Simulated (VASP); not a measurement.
HfC: single point with PBEsol

Crystal: HfC.

```
Hf C
1.0
     0.00000    2.18550    2.32500
     2.18550    0.00000    2.32500
     2.18550    2.18550    0.00000
Hf C
1 1
Direct
  0.50000 0.50000 0.50000
  0.00000 0.00000 0.00000
```

This cell differs from its parent crystal: strain -0.0600 x Voigt [1, 1, 0, 0, 0, 0].

```
Program                : VASP 6.6.1
Task                   : single point
Functional             : PBEsol
Potentials or basis    : VASP PAW PBE potentials, release 64 (Hf_pv, C)
Cutoff                 : 520 eV
k mesh                 : 18 × 18 × 18
Occupations            : gaussian, width 0.15 eV
Spin                   : no spin polarisation
Dipole correction      : no
Further INCAR settings : ALGO = Normal; EDIFF = 1e-06; NBANDS = 14
```

* Pressure: 31.4 GPa
* Band gap on the k mesh: zero (band 7 reaches 8.04 eV, above the bottom of band 8 at 6.33 eV)

Stress tensor (GPa, compression positive):
```
44.02  0.00  0.00
 0.00 44.02  0.00
 0.00  0.00  6.04
```

Levels at points of the mesh, in eV from the Fermi level:
```tsv
k point	band 5	band 6	band 7	band 8	band 9	band 10
(0.00, 0.00, 0.00)	0.77	0.82	1.21	1.21	1.60	1.60
(0.50, 0.00, 0.00)	-6.80	-3.62	-3.45	5.77	6.23	6.69
(0.50, 0.50, 0.00)	-2.93	-2.24	0.32	0.32	5.99	7.68
(0.50, 0.00, 0.50)	-2.37	-2.12	-0.27	0.13	5.82	7.17
```

Run time: 54 s on 1 thread of Intel(R) Xeon(R) Platinum 8375C CPU @ 2.90GHz (Ice Lake), on a shared host, peak memory 0.27 GiB.

Caveat: the cell differs from its parent crystal (strain -0.0600 x Voigt [1, 1, 0, 0, 0, 0]); the PAW data sets were made with another functional, which shifts forces and pressure a little; spin-orbit coupling is left out, which moves the levels of the heavy elements.
